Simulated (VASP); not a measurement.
Wanted: the native input for a VASP 6.6.1 run.

- Task: single point
- Functional: PBE
- Potentials or basis: VASP PAW PBE potentials, release 64 (Ta_sv_GW, N)
- Cutoff: 700 eV
- k mesh: 10 × 10 × 10
- Occupations: fermi-dirac, width 0.05 eV
- Spin: no spin polarisation
- Dipole correction: no
- Further INCAR settings: ALGO = Normal; EDIFF = 1e-06; NBANDS = 16

The structure of TaN lies in POSCAR:

```
TaN
1.0
    0.0000000000      2.1934322028      2.1934322028
    2.1934322028      0.0000000000      2.1934322028
    2.1934322028      2.1934322028      0.0000000000
Ta N
1 1
Direct
    0.5000000000      0.5000000000      0.5000000000
    0.0000000000      0.0000000000      0.0000000000
```

The input as run:

INCAR

```
SYSTEM = TaN
PREC = Accurate
ENCUT = 700
EDIFF = 1E-6
ISMEAR = -1
SIGMA = 0.05
LREAL = .FALSE.
LASPH = .TRUE.
NELM = 120
ALGO = Normal
ISIF = 2
LWAVE = .FALSE.
LCHARG = .FALSE.
GGA = PE
NBANDS = 16
GGA_COMPAT = .FALSE.
```

KPOINTS

```
Automatic mesh
0
G
  10 10 10
  0 0 0
```

Potentials or basis: VASP PAW PBE potentials, release 64 (Ta_sv_GW, N).

Launch:

```console
$ cat potpaw_PBE.64/Ta_sv_GW/POTCAR potpaw_PBE.64/N/POTCAR > POTCAR
$ mpirun -np 1 vasp_std > vasp.out
```

It gave:

- Pressure: 6.9 GPa
- Band gap on the k mesh: zero (bands 9 and 10 overlap by 4.05 eV)

Caveat: the cell stands under pressure; spin-orbit coupling is left out, which moves the levels of the heavy elements.

Wall time 30 s on 1 thread of Intel(R) Xeon(R) Platinum 8259CL CPU @ 2.50GHz (Skylake/Cascade Lake), on a shared host, peak memory 0.18 GiB.
